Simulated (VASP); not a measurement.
Runs of VASP 6.6.1 on InAs. The structure is that of space group F-43m (No. 216), or close to it. The cells are those of the table. 

```csv
task,cell,gap on the mesh (eV),pressure (GPa)
single point,"a = 4.368 Å, angles 60.0°, 2 atoms",none,0.3
relaxation of the atoms,"atoms relaxed from a = 4.196 Å, angles 60.0°, 2 atoms",-,8.2
single point,"a = 4.305, b = 4.305, c = 4.284 Å, angles 60.2, 60.2, 59.7°, 2 atoms",none,(a)
single point,"a = 4.327, b = 4.327, c = 4.284 Å, angles 60.3, 60.3, 59.3°, 2 atoms",none,2.4
single point,"a = 4.348, b = 4.348, c = 4.284 Å, angles 60.5, 60.5, 59.0°, 2 atoms",none,1.8
```

Alike in all rows: level PBE; potentials or basis VASP PAW PBE potentials, release 64 (In_d, As); no spin polarisation; k mesh 13 × 13 × 13; cutoff (eV) 520; smearing fermi-dirac 0.05 eV.

Task: Estimate the missing entries.

Result: (a) 3.0.

Caveats: spin-orbit coupling is left out, which moves the levels of the heavy elements; semilocal functionals underestimate gaps, so a narrow gap can read as zero (at least some runs); the relaxation stopped at its first step, so nothing moved (at least some runs).

A k mesh can miss the band edges, and the runs leave out spin-orbit coupling on As, In.

A gap of «none» marks levels without a gap at the run's occupations.
